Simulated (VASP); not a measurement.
InP, 2 atoms in the cell. Symmetry: Fm-3m, No. 225, cubic system. The conventional cell has a = 5.534 Å, b = 5.534 Å, c = 5.534 Å, α = 90.00°, β = 90.00°, γ = 90.00°. In (site symmetry m-3m) has 6 P at 2.77 Å within 3.6 Å. Within 3.6 Å of P (site symmetry m-3m) lie 6 In at 2.77 Å. 

- Program: VASP 6.6.1
- Task: vibrations by perturbation theory
- Functional: PBEsol
- Potentials or basis: VASP PAW PBE potentials, release 64 (In_d, P)
- Cutoff: 520 eV
- k mesh: 14 × 14 × 14
- Occupations: fermi-dirac, width 0.15 eV
- Spin: no spin polarisation
- Dipole correction: no
- Further INCAR settings: ALGO = Normal; EDIFF = 1e-08; IBRION = 8; NSW = 1

Potentials or basis: VASP PAW PBE potentials, release 64 (In_d, P).

Launch:

```bash
$ cat potpaw_PBE.64/In_d/POTCAR potpaw_PBE.64/P/POTCAR > POTCAR
$ mpirun -np 1 vasp_std > vasp.out
```

Hardware: 1 thread of Intel Xeon 8259CL (shared host).

Task: How long does it take, and how much memory?

Result: Run time: 10 min on 1 thread of Intel Xeon 8259CL, with other jobs on the host, peak memory 0.42 GiB. Counts: scf iterations 45, k points 104.
